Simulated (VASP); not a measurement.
# Mg (R-3m) in VASP: notebook

Mg is run at these levels: PBEsol; tasks: single point.

All numbers are computed with VASP 6.6.1; they aren't measurements. Logs are shortened: lines on timing, memory, paths and dates and some standing lists are left out, and cuts for length are marked.

## (1) The cell of the first run

It takes space group R-3m (No. 166, trigonal). Conventional cell: a = 7.290 Å, b = 7.290 Å, c = 18.648 Å, α = 90.00°, β = 90.00°, γ = 120.00°. Mg (site symmetry m) has 6 Mg at 2.48 to 2.68 Å within 3.3 Å. Within 3.5 Å of Mg (site symmetry m) lie 7 Mg at 2.65 to 2.98 Å.

## (2) Single point, PBEsol

Input file INCAR:

```
SYSTEM = Mg
  PREC = Accurate
  ENCUT = 520
  EDIFF = 1E-6
  ISMEAR = 0
  SIGMA = 0.1
  LREAL = .FALSE.
  LASPH = .TRUE.
  NELM = 80
  ALGO = Fast
  ISIF = 2
  LWAVE = .FALSE.
  LCHARG = .FALSE.
  GGA = PS
  NBANDS = 24
```

Input file KPOINTS:

```
regular mesh
0
G
  3 3 3
  0 0 0
```

Input file POSCAR:

```
Mg
1.0
    3.6449664690      2.1044223721      6.2161336964
   -3.6449664690      2.1044223721      6.2161336964
    0.0000000000     -4.2088447441      6.2161336964
Mg
12
Direct
    0.0101900000      0.6536100000      0.0101900000
    0.0101900000      0.0101900000      0.6536100000
    0.6536100000      0.0101900000      0.0101900000
    0.9898100000      0.3463900000      0.9898100000
    0.3463900000      0.9898100000      0.9898100000
    0.9898100000      0.9898100000      0.3463900000
    0.2211800000      0.6306000000      0.2211800000
    0.2211800000      0.2211800000      0.6306000000
    0.6306000000      0.2211800000      0.2211800000
    0.7788200000      0.3694000000      0.7788200000
    0.3694000000      0.7788200000      0.7788200000
    0.7788200000      0.7788200000      0.3694000000
```

Potentials or basis: VASP PAW PBE potentials, release 64 (Mg).

On the command line:

```
$ cat potpaw_PBE.64/Mg/POTCAR > POTCAR
$ mpirun -np 1 vasp_std > vasp.out
```

OUTCAR:

```text
SYSTEM = Mg
   PREC = Accurate
   ENCUT = 520
   EDIFF = 1E-6
   ISMEAR = 0
   LREAL = .FALSE.
   LASPH = .TRUE.
   NELM = 80
   ISIF = 2
   GGA = PS

 ion  position               nearest neighbor table
   1  0.010  0.654  0.010-   4 2.48   3 2.60   2 2.60   7 2.67  12 2.68  11 2.68
   2  0.010  0.010  0.654-   6 2.48   3 2.60   1 2.60   8 2.67  10 2.68  11 2.68
   3  0.654  0.010  0.010-   5 2.48   1 2.60   2 2.60   9 2.67  12 2.68  10 2.68
   4  0.990  0.346  0.990-   1 2.48   5 2.60   6 2.60  10 2.67   8 2.68   9 2.68
   5  0.346  0.990  0.990-   3 2.48   4 2.60   6 2.60  11 2.67   8 2.68   7 2.68
   6  0.990  0.990  0.346-   2 2.48   4 2.60   5 2.60  12 2.67   9 2.68   7 2.68
   7  0.221  0.631  0.221-  11 2.65  12 2.65   1 2.67   6 2.68   5 2.68   9 2.98   8 2.98
   8  0.221  0.221  0.631-  10 2.65  11 2.65   2 2.67   4 2.68   5 2.68   7 2.98   9 2.98
   9  0.631  0.221  0.221-  10 2.65  12 2.65   3 2.67   6 2.68   4 2.68   7 2.98   8 2.98
  10  0.779  0.369  0.779-   9 2.65   8 2.65   4 2.67   2 2.68   3 2.68  11 2.98  12 2.98
  11  0.369  0.779  0.779-   7 2.65   8 2.65   5 2.67   2 2.68   1 2.68  10 2.98  12 2.98
  12  0.779  0.779  0.369-   7 2.65   9 2.65   6 2.67   3 2.68   1 2.68  10 2.98  11 2.98

  LATTYP: Found a trigonal (rhomboedric) cell.
 ALAT       =     7.5069762363
 COS(alpha) =     0.5284942553

  Lattice vectors:

 A1 = (   3.6449664690,   2.1044223721,   6.2161336964)
 A2 = (  -3.6449664690,   2.1044223721,   6.2161336964)
 A3 = (   0.0000000000,  -4.2088447441,   6.2161336964)

Analysis of symmetry for initial positions (statically):
=====================================================================
 Subroutine PRICEL returns:
 Original cell was already a primitive cell.

 Routine SETGRP: Setting up the symmetry group for a
 trigonal (rhombohedral) supercell.

 Subroutine GETGRP returns: Found 12 space group operations
 (whereof 12 operations were pure point group operations)
 out of a pool of 12 trial point group operations.

The static configuration has the point symmetry D_3d.

Analysis of symmetry for dynamics (positions and initial velocities):
=====================================================================
 Subroutine PRICEL returns:
 Original cell was already a primitive cell.

 Routine SETGRP: Setting up the symmetry group for a
 trigonal (rhombohedral) supercell.

 Subroutine GETGRP returns: Found 12 space group operations
 (whereof 12 operations were pure point group operations)
 out of a pool of 12 trial point group operations.

The dynamic configuration has the point symmetry D_3d.

 Subroutine INISYM returns: Found 12 space group operations
 (whereof 12 operations are pure point group operations),
[... 112 lines left out ...]
   ISMEAR =     0;   SIGMA  =   0.10  broadening in eV -4-tet -1-fermi 0-gaus
   EFERMI_NEDOS =   21; number of points for ismear=-14 and -15
   IALGO  =     68    algorithm
   IMIX   =      4    mixing-type and parameters
     AMIX     =   0.40;   BMIX     =  1.00
     AMIX_MAG =   1.60;   BMIX_MAG =  1.00
  volume/ion in A,a.u.               =      23.84       160.88
  Fermi-wavevector in a.u.,A,eV,Ry     =   0.716659  1.354289  6.987954  0.513600
  Thomas-Fermi vector in A             =   1.805137
   LORBIT       =      0    0 simple, 1 ext, 2 COOP (PROOUT), +10 PAW based schemes
   GGA     = PS    functional components
   LHFCALC =     F    Hartree Fock is set to
   AEXX    =    0.0000 exact exchange contribution
   IVDW    =     0    specifies the selected vdW correction
   LEPSILON=     F    determine dielectric tensor
   LRPA    =     F    only Hartree local field effects (RPA)
 non-spin polarized calculation
 RMM-DIIS sequential band-by-band and
 Gauss-broadening in eV      SIGMA  =   0.10
  energy-cutoff  :      520.00
  volume of cell :      286.09
 maximum number of plane-waves:      7723
   NGX = 27   NGY = 27   NGZ = 27

 number of electron      24.0000000 magnetization

 Free energy of the ion-electron system (eV)
  ---------------------------------------------------
  ext. energy  EPLUGINS =         0.00000000
  ---------------------------------------------------
  free energy    TOTEN  =        -8.60763572 eV

  energy without entropy =       -8.55509501  energy(sigma->0) =       -8.58136537

 E-fermi :   2.2672     XC(G=0):  -8.1991

 val. band max:        2.2605811331   @ k =  -0.3333   0.3333   0.0000
 cond. band min:       2.2837828226   @ k =  -0.3333   0.3333   0.0000
 fundamental gap:      0.0232016895
 Fermi energy:         2.2672269664

 k-point     1 :       0.0000    0.0000    0.0000
  band No.  band energies     occupation
      1      -5.0136      2.00000
      2      -1.8029      2.00000
      3      -1.5262      2.00000
      4      -1.5262      2.00000
      5      -1.1050      2.00000
      6      -0.6322      2.00000
[... 151 lines left out ...]
     23       5.3795      0.00000
     24       5.5406      0.00000

------------------------ aborting loop because EDIFF is reached ----------------------------------------

  FORCE on cell =-STRESS in cart. coord.  units (eV):
  Direction    XX          YY          ZZ          XY          YZ          ZX
  --------------------------------------------------------------------------------------
  -------------------------------------------------------------------------------------
  Total       23.3425557     23.3425557     32.3555369      0.0000000      0.0000000      0.0000000
  in kB      130.7256897    130.7256897    181.2012333      0.0000000      0.0000000      0.0000000
  external PRESSURE =     147.5508709 kB  Pullay stress =       0.0000000 kB

 VOLUME and BASIS-vectors are now :
 -----------------------------------------------------------------------------
  energy-cutoff  :      520.00
  volume of cell :      286.09
      direct lattice vectors                 reciprocal lattice vectors
     3.644966469  2.104422372  6.216133696     0.137175473  0.079198296  0.053623900
    -3.644966469  2.104422372  6.216133696    -0.137175473  0.079198296  0.053623900
     0.000000000 -4.208844744  6.216133696     0.000000000 -0.158396593  0.053623900

 POSITION                                       TOTAL-FORCE (eV/Angst)
 -----------------------------------------------------------------------------------
     -2.34524      1.35403      4.18961         0.947749     -0.547183     -0.366024
      0.00000     -2.70805      4.18961        -0.000000      1.094366     -0.366024
      2.34524      1.35403      4.18961        -0.947749     -0.547183     -0.366024
      2.34524     -1.35403     14.45879        -0.947749      0.547183      0.366024
     -2.34524     -1.35403     14.45879         0.947749      0.547183      0.366024
      0.00000      2.70805     14.45879        -0.000000     -1.094366      0.366024
     -1.49232      0.86159      6.66966         2.006387     -1.158388      0.527608
      0.00000     -1.72319      6.66966        -0.000000      2.316776      0.527608
      1.49232      0.86159      6.66966        -2.006387     -1.158388      0.527608
      1.49232     -0.86159     11.97874        -2.006387      1.158388     -0.527608
     -1.49232     -0.86159     11.97874         2.006387      1.158388     -0.527608
      0.00000      1.72319     11.97874        -0.000000     -2.316776     -0.527608
 -----------------------------------------------------------------------------------
    total drift:                               -0.000000      0.000000      0.000000

  FREE ENERGIE OF THE ION-ELECTRON SYSTEM (eV)
  ---------------------------------------------------
  free  energy   TOTEN  =        -8.6076357236 eV

  energy  without entropy=       -8.5550950077  energy(sigma->0) =       -8.58136537
```

It took 47 s on 1 thread of Intel Xeon 6975P-C (Granite Rapids), shared host; peak memory 0.4 GiB.

What came out:

| Quantity | Value |
| --- | --- |
| Free energy | -8.6076 eV |
| Pressure | 14.8 GPa |
| Largest force | 2.376 eV/Å |
| Band gap on the k mesh | zero (bands 12 and 13 overlap by 0.74 eV) |

Forces on the atoms (eV/Å):
```
Mg   0.948 -0.547 -0.366
Mg   0.000  1.094 -0.366
Mg  -0.948 -0.547 -0.366
Mg  -0.948  0.547  0.366
Mg   0.948  0.547  0.366
Mg   0.000 -1.094  0.366
Mg   2.006 -1.158  0.528
Mg   0.000  2.317  0.528
Mg  -2.006 -1.158  0.528
Mg  -2.006  1.158 -0.528
Mg   2.006  1.158 -0.528
Mg   0.000 -2.317 -0.528
```

Stress tensor (GPa, compression positive):
```
13.07  0.00  0.00
 0.00 13.07  0.00
 0.00  0.00 18.12
```

Levels at points of the mesh, in eV from the Fermi level:
| k point | band 10 | band 11 | band 12 | band 13 | band 14 | band 15 |
| --- | --- | --- | --- | --- | --- | --- |
| (0.00, 0.00, 0.00) | -2.07 | -1.84 | -1.33 | -0.72 | -0.72 | 0.87 |

Caveat: the stress differs along the axes, from 13 to 18 GPa; the PAW data sets were made with another functional, which shifts forces and pressure a little.

## (3) Single point, PBEsol

This run uses another cell than the first one, of 30.40 Å³/atom.

Input file INCAR:

```
SYSTEM = Mg
PREC = Accurate
ENCUT = 520
EDIFF = 1E-6
ISMEAR = 0
SIGMA = 0.1
LREAL = .False.
LASPH = .True.
NELM = 60
ALGO = Normal
ISIF = 2
LWAVE = .False.
LCHARG = .True.
GGA = PS
LELF = .True.
LVHAR = .True.
NBANDS = 24
```

Input file KPOINTS:

```
Automatic mesh
0
Gamma
  3 3 3
  0 0 0
```

Input file POSCAR:

```
Mg
1.0
    3.7610268777      2.1714298803      7.4445934034
   -3.7610268777      2.1714298803      7.4445934034
    0.0000000000     -4.3428597605      7.4445934034
Mg
12
Direct
    0.0955935009      0.4981206991      0.0955935009
    0.0955935009      0.0955935009      0.4981206991
    0.4981206991      0.0955935009      0.0955935009
    0.9044064991      0.5018793009      0.9044064991
    0.5018793009      0.9044064991      0.9044064991
    0.9044064991      0.9044064991      0.5018793009
    0.2354724158      0.6333918969      0.2354724158
    0.2354724158      0.2354724158      0.6333918969
    0.6333918969      0.2354724158      0.2354724158
    0.7645275842      0.3666081031      0.7645275842
    0.3666081031      0.7645275842      0.7645275842
    0.7645275842      0.7645275842      0.3666081031
```

Potentials or basis: VASP PAW PBE potentials, release 64 (Mg).

On the command line:

```
$ cat potpaw_PBE.64/Mg/POTCAR > POTCAR
$ mpirun -np 1 vasp_std > vasp.out
```

Wall time 68 s (1 thread of Intel Xeon 6975P-C (Granite Rapids), shared host); peak memory 0.54 GiB.

The run converged. Its results:

| Quantity | Value |
| --- | --- |
| Free energy | -15.4434 eV |
| Pressure | 0.2 GPa |
| Largest force | 0.021 eV/Å |
| Band gap on the k mesh | zero (bands 12 and 13 overlap by 0.90 eV) |

Forces on the atoms (eV/Å):
```
Mg   0.015 -0.009 -0.012
Mg   0.000  0.017 -0.012
Mg  -0.015 -0.009 -0.012
Mg  -0.015  0.009  0.012
Mg   0.015  0.009  0.012
Mg   0.000 -0.017  0.012
Mg   0.011 -0.006 -0.002
Mg   0.000  0.012 -0.002
Mg  -0.011 -0.006 -0.002
Mg  -0.011  0.006  0.002
Mg   0.011  0.006  0.002
Mg   0.000 -0.012  0.002
```

Stress tensor (GPa, compression positive):
```
0.10 0.00 0.00
0.00 0.10 0.00
0.00 0.00 0.30
```

Levels at points of the mesh, in eV from the Fermi level:
| k point | band 9 | band 10 | band 11 | band 12 | band 13 | band 14 | band 15 | band 16 |
| --- | --- | --- | --- | --- | --- | --- | --- | --- |
| (0.00, 0.00, 0.00) | -1.25 | -1.23 | -1.23 | -0.78 | -0.78 | -0.69 | -0.14 | 1.65 |

Caveat: the PAW data sets were made with another functional, which shifts forces and pressure a little.

The gap in the log of VASP goes by the Fermi energy; the results here count the filled bands.